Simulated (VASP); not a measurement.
The system is WSe2.

```
W Se
1.0
     4.20621    0.00000    0.00000
     0.00000    4.20621    0.00000
     0.00000    0.00000    4.31523
W Se
1 2
Direct
  0.00000 0.00000 0.50000
  0.00000 0.00000 0.00000
  0.50000 0.50000 0.00000
```

```yaml
Program: VASP 6.6.1
Task: relaxation of cell and atoms
Functional: PBE
Potentials_or_basis: VASP PAW PBE potentials, release 64 (W_sv, Se)
Cutoff: 600 eV
k_mesh: 4 × 4 × 4
Occupations: gaussian, width 0.1 eV
Spin: no spin polarisation
```

At the start: pressure 11.8 GPa; volume 25.45 Å³/atom.

**Question.** How do energy, volume and symmetry change on relaxing?

**Answer.** Over 13 steps the energy falls by 373.3 meV/atom and the volume is 23.19 Å³/atom (-8.9 %); space group P4/mmm (No. 123, to 0.05 Å).

Step by step:
| step | energy change (eV) | largest force (eV/Å) | pressure (GPa) | volume (Å³) |
| --- | --- | --- | --- | --- |
| 1 | 0.0000 | 0.0000 | 11.81 | 76.35 |
| 2 | 0.9060 | 0.0000 | -12.54 | 95.25 |
| 3 | 0.0392 | 0.0000 | -12.47 | 89.77 |
| 4 | -0.5794 | 0.0000 | -9.90 | 85.51 |
| 5 | -0.8261 | 0.0000 | -3.11 | 81.03 |
| 6 | -0.8335 | 0.0000 | -4.79 | 81.85 |
| 7 | -0.8345 | 0.0000 | -4.36 | 81.63 |
| 8 | -1.0394 | 0.0000 | -2.20 | 75.07 |
| 9 | -1.1081 | 0.0000 | 0.33 | 70.61 |
| 10 | -1.1118 | 0.0000 | 1.62 | 68.94 |
| 11 | -1.1124 | 0.0000 | 1.24 | 69.40 |
| 12 | -1.1027 | 0.0000 | -1.27 | 69.84 |
| 13 | -1.1199 | 0.0000 | 0.15 | 69.58 |

Final structure:
```
W Se
1.0
     3.81708    0.00000    0.00000
     0.00000    3.81708    0.00000
     0.00000    0.00000    4.77526
W Se
1 2
Direct
  0.00000 0.00000 0.50000
  0.00000 0.00000 0.00000
  0.50000 0.50000 0.00000
```

Caveat: the k points lie up to 0.41 Å⁻¹ apart in the final cell.
